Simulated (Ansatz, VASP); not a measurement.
# Na: VASP beside Ansatz

File INCAR:

```
SYSTEM = Na
  PREC = Accurate
  ENCUT = 520
  EDIFF = 1E-6
  ISMEAR = 0
  SIGMA = 0.1
  LREAL = .False.
  LASPH = .True.
  NELM = 80
  ALGO = Fast
  ISIF = 2
  LWAVE = .False.
  LCHARG = .False.
  GGA = PS
  NBANDS = 22
```

Contents of KPOINTS:

```
Automatic mesh
0
Gamma
  15 15 4
  0 0 0
```

The input POSCAR:

```
Na
1.0
    3.6472086157      0.0000000000      0.0000000000
   -1.8236043079      3.1585753141      0.0000000000
    0.0000000000      0.0000000000     11.9810405833
Na
4
Direct
    0.0000000000      0.0000000000      0.0000000000
    0.3333333300      0.6666666700      0.2500000000
    0.0000000000      0.0000000000      0.5000000000
    0.6666666700      0.3333333300      0.7500000000
```

Input for Ansatz:

```yaml
crystal:
  lattice:
    - [3.6472086157, 0.0, 0.0]
    - [-1.8236043079, 3.1585753141, 0.0]
    - [0.0, 0.0, 11.9810405833]
  atoms:
    - { symbol: Na, position: [0.0, 0.0, 0.0] }
    - { symbol: Na, position: [0.33333333, 0.66666667, 0.25] }
    - { symbol: Na, position: [0.0, 0.0, 0.5] }
    - { symbol: Na, position: [0.66666667, 0.33333333, 0.75] }
basis:
  ecutwfc: 420
kpoints:
  mp_grid: { grid: [15, 15, 4] }
hamiltonian:
  xc: pbesol
scf:
  occupations: { method: gaussian, width: 0.1 }
output:
  forces: true
  stress: true
  eigenvalues: true
```

Alike in both runs: task single point; functional PBEsol; k mesh 15 × 15 × 4; occupations gaussian, width 0.1 eV; no spin polarisation.

```csv
,VASP,Ansatz
version,VASP 6.6.1,Ansatz 0.2.0
potentials or method,"VASP PAW PBE potentials, release 64 (Na_pv), cutoff 520 eV","scalar-relativistic, plane waves, PAW"
valence electrons in the cell,28,36
```

Ansatz gave:

- gap on the k mesh at the Fermi level (eV): none
- pressure (GPa): 0.5
- traceless stress, the component that is largest in VASP (GPa): -0.05

Estimate VASP's values.

gap on the k mesh at the Fermi level (eV): none; pressure (GPa): -0.3; traceless stress, the component that is largest in VASP (GPa): -0.06.

VASP's potentials were made for PBE, not for PBEsol. A gap of «none» marks a metal or a gap that the smearing closes. With one functional, cell and mesh, what is left measures potentials, basis and numerics. VASP's potentials hold 28 valence electrons a cell and Ansatz's 36, so a difference there can come from the potentials and not from the codes.
